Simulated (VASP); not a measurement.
Runs of VASP 6.6.1 on V. The structure is that of space group P6_3/mmc (No. 194), or close to it. The cells are those of the table. This isn't the form of V at room conditions, which is bcc.

| spin | cell | k mesh | smearing | gap on the mesh (eV) | pressure (GPa) | moment (μB) |
| --- | --- | --- | --- | --- | --- | --- |
| off | a = 2.701, b = 2.701, c = 4.843 Å, angles 90.0, 90.0, 120.0°, 2 atoms | 16 × 16 × 8 | fermi-dirac 0.1 eV | none | -16.2 | - |
| off | a = 2.566, b = 2.566, c = 4.600 Å, angles 90.0, 90.0, 120.0°, 2 atoms | 16 × 16 × 8 | fermi-dirac 0.1 eV | none | 8.8 | - |
| collinear, ferromagnetic start | a = 2.699, b = 2.699, c = 4.841 Å, angles 90.0, 90.0, 120.0°, 2 atoms | 16 × 16 × 8 | fermi-dirac 0.05 eV | none | -16.3 | 0.00 |
| off | a = 2.601, b = 2.601, c = 4.663 Å, angles 90.0, 90.0, 120.0°, 2 atoms | 13 × 13 × 7 | fermi-dirac 0.1 eV | none | 0.6 | - |
| collinear, ferromagnetic start | a = 2.599, b = 2.599, c = 4.662 Å, angles 90.0, 90.0, 120.0°, 2 atoms | 13 × 13 × 7 | fermi-dirac 0.05 eV | none | 0.6 | 0.00 |
| off | a = 2.635, b = 2.635, c = 4.725 Å, angles 90.0, 90.0, 120.0°, 2 atoms | 16 × 16 × 8 | fermi-dirac 0.1 eV | none | (a) | - |
| off | a = 2.601, b = 2.601, c = 4.663 Å, angles 90.0, 90.0, 120.0°, 2 atoms | 16 × 16 × 8 | fermi-dirac 0.1 eV | none | 0.7 | - |
| off | a = 2.669, b = 2.669, c = 4.784 Å, angles 90.0, 90.0, 120.0°, 2 atoms | 16 × 16 × 8 | fermi-dirac 0.1 eV | none | (b) | - |

Alike in all rows: task single point; level r2SCAN; potentials or basis VASP PAW PBE potentials, release 64 (V_sv); cutoff (eV) 520.

Problem. Fill in the values left out.

Solution. (a) -6.1; (b) -11.6.

Caveats: the PAW data sets were made with another functional, which shifts forces and pressure a little; the cell stands under tension (at least some runs); the moments typed at the start vanished in this run (at least some runs); the cell stands under pressure (at least some runs).

A gap of «none» marks levels without a gap at the run's occupations.
